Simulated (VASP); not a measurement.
# Pt (P6_3/mmc) in VASP: further runs

Runs on Pt. Level: LDA. Tasks: single point.

Everything below comes from runs of VASP 6.6.1. Logs are shortened: lines on timing, memory, paths and dates and some standing lists are left out, and cuts for length are marked.

## (1) The cell of the first run

Symmetry: P6_3/mmc, No. 194, hexagonal system. The conventional cell has a = 2.715 Å, b = 2.715 Å, c = 4.657 Å, α = 90.00°, β = 90.00°, γ = 120.00°. Pt (site symmetry -6m2) has 12 Pt at 2.72 to 2.81 Å within 3.6 Å.

This isn't the form of Pt at room conditions, which is fcc.

## (2) Single point, LDA

The input, INCAR:

```
PREC = Accurate ; ENCUT = 520
EDIFF = 1E-6 ; ISMEAR = -1
SIGMA = 0.1 ; LREAL = False
LASPH = True ; NELM = 80
ALGO = Normal ; ISIF = 2
LWAVE = False ; LCHARG = False
NBANDS = 17
```

The input, KPOINTS:

```
Automatic mesh
0
Gamma
  13 13 7
```

The input, POSCAR:

```
Pt
1.0
    2.7150233397      0.0000000000      0.0000000000
   -1.3575116699      2.3512791841      0.0000000000
    0.0000000000      0.0000000000      4.6570571281
Pt
2
Direct
    0.3333333333      0.6666666667      0.2500000000
    0.6666666667      0.3333333333      0.7500000000
```

Potentials or basis: VASP PAW LDA potentials, release 64 (Pt).

Launch:

```console
$ cat potpaw_LDA.64/Pt/POTCAR > POTCAR
$ mpirun -np 1 vasp_std > vasp.out
```

OUTCAR:

```text
PREC = Accurate
   ENCUT = 520
   EDIFF = 1E-6
   ISMEAR = -1
   LREAL = False
   LASPH = True
   NELM = 80
   ISIF = 2

 ion  position               nearest neighbor table
   1  0.333  0.667  0.250-   2 2.81   2 2.81   2 2.81   2 2.81   2 2.81   2 2.81
   2  0.667  0.333  0.750-   1 2.81   1 2.81   1 2.81   1 2.81   1 2.81   1 2.81

  LATTYP: Found a hexagonal cell.
 ALAT       =     2.7150233397
 C/A-ratio  =     1.7152917472

  Lattice vectors:

 A1 = (   2.7150233397,   0.0000000000,   0.0000000000)
 A2 = (  -1.3575116699,   2.3512791841,   0.0000000000)
 A3 = (   0.0000000000,   0.0000000000,   4.6570571281)

Analysis of symmetry for initial positions (statically):
=====================================================================
 Subroutine PRICEL returns:
 Original cell was already a primitive cell.

 Routine SETGRP: Setting up the symmetry group for a
 hexagonal supercell.

 Subroutine GETGRP returns: Found 24 space group operations
 (whereof 12 operations were pure point group operations)
 out of a pool of 24 trial point group operations.

The static configuration has the point symmetry D_3d.
 The point group associated with its full space group is D_6h.

Analysis of symmetry for dynamics (positions and initial velocities):
=====================================================================
 Subroutine PRICEL returns:
 Original cell was already a primitive cell.

 Routine SETGRP: Setting up the symmetry group for a
 hexagonal supercell.

 Subroutine GETGRP returns: Found 24 space group operations
 (whereof 12 operations were pure point group operations)
 out of a pool of 24 trial point group operations.

The dynamic configuration has the point symmetry D_3d.
 The point group associated with its full space group is D_6h.

 Subroutine INISYM returns: Found 24 space group operations
 (whereof 12 operations are pure point group operations),
 and found     1 'primitive' translations

----------------------------------------------------------------------------------------

                                     Primitive cell

  volume of cell :      29.7296

  direct lattice vectors                    reciprocal lattice vectors
     2.715023340  0.000000000  0.000000000     0.368320959  0.212650205  0.000000000
    -1.357511670  2.351279184  0.000000000     0.000000000  0.425300410  0.000000000
     0.000000000  0.000000000  4.657057128     0.000000000  0.000000000  0.214727879

  length of vectors
     2.715023340  2.715023340  4.657057128     0.425300410  0.425300410  0.214727879

  position of ions in fractional coordinates (direct lattice)
     0.333333333  0.666666667  0.250000000
     0.666666667  0.333333333  0.750000000

  ion indices of the primitive-cell ions
   primitive index   ion index
                 1           1
                 2           2

----------------------------------------------------------------------------------------

 KPOINTS: Automatic mesh

Automatic generation of k-mesh.
 Grid dimensions read from file:
 generate k-points for:   13   13    7

 Generating k-lattice:

  Cartesian coordinates                     Fractional coordinates (reciprocal lattice)
     0.028332381  0.016357708  0.000000000     0.076923077  0.000000000  0.000000000
     0.000000000  0.032715416  0.000000000     0.000000000  0.076923077  0.000000000
     0.000000000  0.000000000  0.030675411     0.000000000  0.000000000  0.142857143

  Length of vectors
     0.032715416  0.032715416  0.030675411

  Shift w.r.t. Gamma in fractional coordinates (k-lattice)
     0.000000000  0.000000000  0.000000000

 Subroutine IBZKPT returns following result:
 ===========================================

 Found     84 irreducible k-points:

 Following reciprocal coordinates:
            Coordinates               Weight
  0.000000  0.000000  0.000000      1.000000
  0.076923  0.000000  0.000000      6.000000
  0.153846  0.000000  0.000000      6.000000
  0.230769 -0.000000  0.000000      6.000000
  0.307692  0.000000  0.000000      6.000000
  0.384615  0.000000  0.000000      6.000000
[... 16 lines left out ...]
  0.076923  0.000000  0.142857     12.000000
  0.153846  0.000000  0.142857     12.000000
 [... further k-points ...]
   k-points           NKPTS =     84   k-points in BZ     NKDIM =     84   number of bands    NBANDS=     17
   number of dos      NEDOS =    301   number of ions     NIONS =      2
   total plane-waves  NPLWV =  14400
   dimension x,y,z NGX =    20 NGY =   20 NGZ =   36
   dimension x,y,z NGXF=    40 NGYF=   40 NGZF=   72
   ions per type =               2
   NGX,Y,Z   is equivalent  to a cutoff of  12.25, 12.25, 12.85 a.u.
   NGXF,Y,Z  is equivalent  to a cutoff of  24.49, 24.49, 25.70 a.u.
 SYSTEM =  unknown system
   PREC   = accura    normal or accurate (medium, high low for compatibility)
   ISTART =      0    job   : 0-new  1-cont  2-samecut
   ICHARG =      2    charge: 1-file 2-atom 10-const
   ISPIN  =      1    spin polarized calculation?
   LNONCOLLINEAR =      F non collinear calculations
   LSORBIT =      F    spin-orbit coupling
   LASPH  =      T    aspherical Exc in radial PAW
   ENCUT  =  520.0 eV  38.22 Ry    6.18 a.u.   5.05  5.05  8.66*2*pi/ulx,y,z
   NELM   =     80;   NELMIN=  2; NELMDL= -5     # of ELM steps
   EDIFF  = 0.1E-05   stopping-criterion for ELM
   LREAL  =      F    real-space projection
   EDIFFG = 0.1E-04   stopping-criterion for IOM
   NSW    =      0    number of steps for IOM
   IBRION =     -1    ionic relax: 0-MD 1-quasi-New 2-CG
   NFREE  =      0    steps in history (QN), initial steepest desc. (CG)
   ISIF   =      2    stress and relaxation
   ISYM   =      2    0-nonsym 1-usesym 2-fastsym
   POTIM  = 0.5000    time-step for ionic-motion
   TEBEG  =    0.0;   TEEND  =   0.0 temperature during run
   PSTRESS=    0.0 pullay stress
   NELECT =      20.0000    total number of electrons
   NUPDOWN=      -1.0000    fix difference up-down
   EMIN   =  10.00;   EMAX   =-10.00  energy-range for DOS
   EFERMI =   0.00;   METHOD = LEGACY
   ISMEAR =    -1;   SIGMA  =   0.10  broadening in eV -4-tet -1-fermi 0-gaus
   EFERMI_NEDOS =   21; number of points for ismear=-14 and -15
   IALGO  =     38    algorithm
   IMIX   =      4    mixing-type and parameters
     AMIX     =   0.40;   BMIX     =  1.00
     AMIX_MAG =   1.60;   BMIX_MAG =  1.00
  volume/ion in A,a.u.               =      14.86       100.31
  Fermi-wavevector in a.u.,A,eV,Ry     =   1.434460  2.710736 27.996367  2.057675
  Thomas-Fermi vector in A             =   2.553866
   LORBIT       =      0    0 simple, 1 ext, 2 COOP (PROOUT), +10 PAW based schemes
   GGA     = CA    functional components
   LHFCALC =     F    Hartree Fock is set to
   AEXX    =    0.0000 exact exchange contribution
   IVDW    =     0    specifies the selected vdW correction
   LEPSILON=     F    determine dielectric tensor
   LRPA    =     F    only Hartree local field effects (RPA)
 non-spin polarized calculation
  energy-cutoff  :      520.00
  volume of cell :       29.73
 maximum number of plane-waves:       825
   NGX = 11   NGY = 11   NGZ = 17

 number of electron      20.0000000 magnetization

 Free energy of the ion-electron system (eV)
  ---------------------------------------------------
  ext. energy  EPLUGINS =         0.00000000
  ---------------------------------------------------
  free energy    TOTEN  =       -14.93752530 eV

  energy without entropy =      -14.83038602  energy(sigma->0) =      -14.88395566

 E-fermi :  11.4124     XC(G=0): -13.7680

 val. band max:       11.4092812606   @ k =   0.3077   0.0769   0.0000
 cond. band min:      11.4156370985   @ k =   0.3846   0.0000   0.2857
 fundamental gap:      0.0063558378
 Fermi energy:        11.4123714737

 k-point     1 :       0.0000    0.0000    0.0000
  band No.  band energies     occupation
      1       1.0112      2.00000
      2       3.7423      2.00000
      3       7.1176      2.00000
      4       7.6156      2.00000
      5       7.6156      2.00000
      6       8.0437      2.00000
[... 9 lines left out ...]
     16      28.6833      0.00000
     17      32.8597      0.00000

 k-point     2 :       0.0769    0.0000    0.0000
  band No.  band energies     occupation
      1       1.2361      2.00000
      2       3.9483      2.00000
      3       7.0631      2.00000
      4       7.6350      2.00000
      5       7.7929      2.00000
      6       7.9331      2.00000
[... 9 lines left out ...]
     16      29.0070      0.00000
     17      31.6421      0.00000

 k-point     3 :       0.1538    0.0000    0.0000
  band No.  band energies     occupation
      1       1.8758      2.00000
      2       4.4834      2.00000
      3       6.8296      2.00000
      4       7.5486      2.00000
      5       7.8972      2.00000
      6       8.0123      2.00000
[... 9 lines left out ...]
     16      29.1469      0.00000
     17      30.0321      0.00000

 k-point     4 :       0.2308   -0.0000    0.0000
  band No.  band energies     occupation
      1       2.8036      2.00000
      2       4.9664      2.00000
      3       6.7712      2.00000
      4       6.8436      2.00000
      5       7.2582      2.00000
      6       8.5654      2.00000
[... 9 lines left out ...]
     16      28.0378      0.00000
     17      30.0220      0.00000
[... 343 lines left out ...]
      1       1.1997      2.00000
      2       3.7256      2.00000
      3       7.0639      2.00000
      4       7.5830      2.00000
      5       7.5830      2.00000
      6       7.9827      2.00000
[... 9 lines left out ...]
     16      28.2727      0.00000
     17      32.0013      0.00000

 k-point    23 :       0.0769    0.0000    0.1429
  band No.  band energies     occupation
      1       1.4225      2.00000
      2       3.9367      2.00000
      3       7.0477      2.00000
      4       7.5325      2.00000
      5       7.7524      2.00000
      6       7.8236      2.00000
[... 9 lines left out ...]
     16      28.5866      0.00000
     17      30.8808      0.00000

 k-point    24 :       0.1538    0.0000    0.1429
  band No.  band energies     occupation
      1       2.0521      2.00000
      2       4.4897      2.00000
      3       6.8683      2.00000
      4       7.3255      2.00000
      5       7.5206      2.00000
      6       8.1845      2.00000
[... 9 lines left out ...]
     16      29.0716      0.00000
     17      29.9166      0.00000

 [... further k-points ...]

------------------------ aborting loop because EDIFF is reached ----------------------------------------

  FORCE on cell =-STRESS in cart. coord.  units (eV):
  Direction    XX          YY          ZZ          XY          YZ          ZX
  --------------------------------------------------------------------------------------
  -------------------------------------------------------------------------------------
  Total        0.1713640      0.1713640      0.0913376     -0.0000000      0.0000000      0.0000000
  in kB        9.2350864      9.2350864      4.9223313     -0.0000000      0.0000000      0.0000000
  external PRESSURE =       7.7975013 kB  Pullay stress =       0.0000000 kB

 VOLUME and BASIS-vectors are now :
 -----------------------------------------------------------------------------
  energy-cutoff  :      520.00
  volume of cell :       29.73
      direct lattice vectors                 reciprocal lattice vectors
     2.715023340  0.000000000  0.000000000     0.368320959  0.212650205  0.000000000
    -1.357511670  2.351279184  0.000000000     0.000000000  0.425300410  0.000000000
     0.000000000  0.000000000  4.657057128     0.000000000  0.000000000  0.214727879

 POSITION                                       TOTAL-FORCE (eV/Angst)
 -----------------------------------------------------------------------------------
     -0.00000      1.56752      1.16426         0.000000      0.000000      0.000000
      1.35751      0.78376      3.49279        -0.000000      0.000000      0.000000
 -----------------------------------------------------------------------------------
    total drift:                               -0.000000      0.000000     -0.000000

  FREE ENERGIE OF THE ION-ELECTRON SYSTEM (eV)
  ---------------------------------------------------
  free  energy   TOTEN  =       -14.9375253007 eV

  energy  without entropy=      -14.8303860154  energy(sigma->0) =      -14.88395566
```

It took 34 s on 1 thread of Intel Xeon 8259CL, shared host; peak memory 0.15 GiB.

What came out:

```yaml
Free_energy: -14.9375 eV
Pressure: 0.8 GPa
Band_gap_on_the_k_mesh: zero (bands 10 and 11 overlap by 1.25 eV)
```

Caveat: spin-orbit coupling is left out, which moves the levels of the heavy elements.

## (3) Single point, LDA (13.08 Å³/atom)

This run uses another cell than the first one, of 13.08 Å³/atom.

The input, INCAR:

```
PREC = Accurate
ENCUT = 520
EDIFF = 1E-7
ISMEAR = -1
SIGMA = 0.1
LREAL = False
LASPH = True
NELM = 100
ALGO = Normal
ISIF = 2
LWAVE = False
LCHARG = False
GGA = CA
NBANDS = 17
```

The input, KPOINTS:

```
Automatic mesh
0
Gamma
  15 15 8
```

The input, POSCAR:

```
Pt
1.0
    2.6017633485      0.0000000000      0.0000000000
   -1.3008816742      2.2531931544      0.0000000000
    0.0000000000      0.0000000000      4.4627831998
Pt
2
Direct
    0.3333333333      0.6666666667      0.2500000000
    0.6666666667      0.3333333333      0.7500000000
```

Potentials or basis: VASP PAW LDA potentials, release 64 (Pt).

Launch:

```console
$ cat potpaw_LDA.64/Pt/POTCAR > POTCAR
$ mpirun -np 1 vasp_std > vasp.out
```

It took 71 s on 1 thread of Intel Xeon 8259CL, shared host; peak memory 0.17 GiB.

It converged, with:

| Property | Result |
| --- | --- |
| Free energy | -14.3829 eV |
| Pressure | 55.4 GPa |
| Band gap on the k mesh | zero (bands 10 and 11 overlap by 1.70 eV) |

Stress tensor (GPa, compression positive):
```
57.02  0.00  0.00
 0.00 57.02  0.00
 0.00  0.00 52.19
```

Levels at points of the mesh, in eV from the Fermi level:
| k point | band 7 | band 8 | band 9 | band 10 | band 11 | band 12 | band 13 | band 14 |
| --- | --- | --- | --- | --- | --- | --- | --- | --- |
| (0.00, 0.00, 0.00) | -4.12 | -2.58 | -2.58 | -1.51 | -0.32 | -0.32 | 6.21 | 14.50 |
| (0.00, 0.00, 0.50) | -4.66 | -4.66 | -1.09 | -1.09 | -1.09 | -1.09 | 13.21 | 13.21 |

Caveat: the cell stands under pressure; spin-orbit coupling is left out, which moves the levels of the heavy elements.

(Continued in part 2 of 2.)
